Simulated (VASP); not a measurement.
A run of VASP 6.6.1 is set up as follows.

Contents of INCAR:

```
ALGO     = Normal         # electronic algorithm
EDIFF    = 1E-7           # SCF threshold, eV
ENCUT    = 520            # plane-wave cutoff, eV
ISIF     = 2              # what is computed and relaxed
ISMEAR   = 1              # smearing method
LASPH    = True           # aspherical terms in the spheres
LCHARG   = False          # write CHGCAR
LREAL    = False          # projectors in reciprocal space
LWAVE    = False          # write WAVECAR
NBANDS   = 14             # bands
NELM     = 60             # most SCF steps
PREC     = Accurate       # precision mode
SIGMA    = 0.15           # smearing width, eV
```

The input KPOINTS:

```
k-points
0
Gamma
  12 12 12
```

Contents of POSCAR:

```
ZrH
1.0
   -1.6726283425      1.6726283425      2.5481527848
    1.6726283425     -1.6726283425      2.5481527848
    1.6726283425      1.6726283425     -2.5481527848
Zr H
1 1
Direct
    0.0000000000      0.0000000000      0.0000000000
    0.7500000000      0.2500000000      0.5000000000
```

Potentials or basis: VASP PAW LDA potentials, release 64 (Zr_sv, H).

Command:

```sh
$ cat potpaw_LDA.64/Zr_sv/POTCAR potpaw_LDA.64/H/POTCAR > POTCAR
$ mpirun -np 1 vasp_std > vasp.out
```

Question: What does it give for the pressure?

Answer: -11.4 GPa.

Stress tensor (GPa, compression positive):
```
-11.17   0.00   0.00
  0.00 -11.17   0.00
  0.00   0.00 -11.73
```
